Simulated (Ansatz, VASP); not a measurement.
One calculation of V, two programs

File INCAR:

```
ALGO = Normal ; EDIFF = 1E-7
ENCUT = 520 ; GGA = PE
ISIF = 2 ; ISMEAR = -1
ISPIN = 2 ; LASPH = True
LCHARG = False ; LMAXMIX = 4
LORBIT = 11 ; LREAL = False
LWAVE = False ; MAGMOM = 1
NBANDS = 16 ; NELM = 150
NUPDOWN = 1.0 ; PREC = Accurate
SIGMA = 0.05
```

The input KPOINTS:

```
k-points
0
Gamma
  10 10 10
```

POSCAR

```
V
1.0
   -0.0756486300      2.0481251500      1.8548618400
    1.9021292400      0.0263380700      1.7528751400
    1.8823854000      1.9263946100      0.0460819200
V
1
Direct
    0.0000000000      0.0000000000      0.0000000000
```

input.yaml

```yaml
crystal:
  lattice:
    - [-0.07564863, 2.04812515, 1.85486184]
    - [1.90212924, 0.02633807, 1.75287514]
    - [1.8823854, 1.92639461, 0.04608192]
  atoms:
    - { symbol: V, position: [0.0, 0.0, 0.0], spin: 1.0 }
hamiltonian:
  xc: pbe
  pseudopotentials: { kind: paw }
magnetization:
  spin_polarized: true
  initial_magnetization: 1.0
  spin_locking: { lock_magnetization: hard }
kpoints:
  mp_grid: { grid: [10, 10, 10] }
scf:
  occupations: { method: fermi_dirac, width: 0.05 }
  lower_state_search: "off"
output:
  forces: true
  stress: true
  eigenvalues: true
```

Alike in both runs: task single point; functional PBE; k mesh 10 × 10 × 10; occupations fermi-dirac, width 0.05 eV; collinear spin; fixed moment 1 μB.

```csv
,VASP,Ansatz
version,VASP 6.6.1,Ansatz 0.2.0
potentials or method,"VASP PAW PBE potentials, release 64 (V_sv)",Ansatz PAW
plane-wave cutoff (eV),520,420
valence electrons in the cell,13,13
```

Ansatz gave:

```
pressure (GPa)                                                : 7.7
traceless stress, the component that is largest in VASP (GPa) : -7.10
net moment per atom (μB)                                      : 1.00
size of the moment on the site where the two differ most (μB) : 0.78
```

Problem. What did VASP give for the same quantities?

Solution. Pressure (GPa): 7.9; traceless stress, the component that is largest in VASP (GPa): -7.10; net moment per atom (μB): 1.00; size of the moment on the site where the two differ most (μB): 0.84.

Site moments also hang on the region over which each program counts them.
